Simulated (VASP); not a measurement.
Input of a VASP 6.6.1 run:

INCAR

```
SYSTEM = Lu
PREC = Accurate
ENCUT = 520
EDIFF = 1E-7
ISMEAR = -1
SIGMA = 0.1
LREAL = .FALSE.
LASPH = .TRUE.
NELM = 80
ALGO = Normal
ISIF = 2
LWAVE = .FALSE.
LCHARG = .FALSE.
GGA = PE
NBANDS = 58
```

Contents of KPOINTS:

```
Automatic mesh
0
G
  10 10 3
  0 0 0
```

Contents of POSCAR:

```
Lu
1.0
    2.9240678398      0.0000000000      0.0000000000
   -1.4620339199      2.5323170317      0.0000000000
    0.0000000000      0.0000000000      9.4265684622
Lu
4
Direct
    0.0000000000      0.0000000000      0.0000000000
    0.0000000000      0.0000000000      0.5000000000
    0.3333333333      0.6666666667      0.2500000000
    0.6666666667      0.3333333333      0.7500000000
```

Potentials or basis: VASP PAW PBE potentials, release 64 (Lu).

Command:

```bash
$ cat potpaw_PBE.64/Lu/POTCAR > POTCAR
$ mpirun -np 1 vasp_std > vasp.out
```

What does it give for the pressure?

54.0 GPa.

What does it give for the band gap on the k mesh?

Zero (band 50 reaches 6.32 eV, above the bottom of band 51 at 3.91 eV).

Caveat: spin-orbit coupling is left out, which moves the levels of the heavy elements.
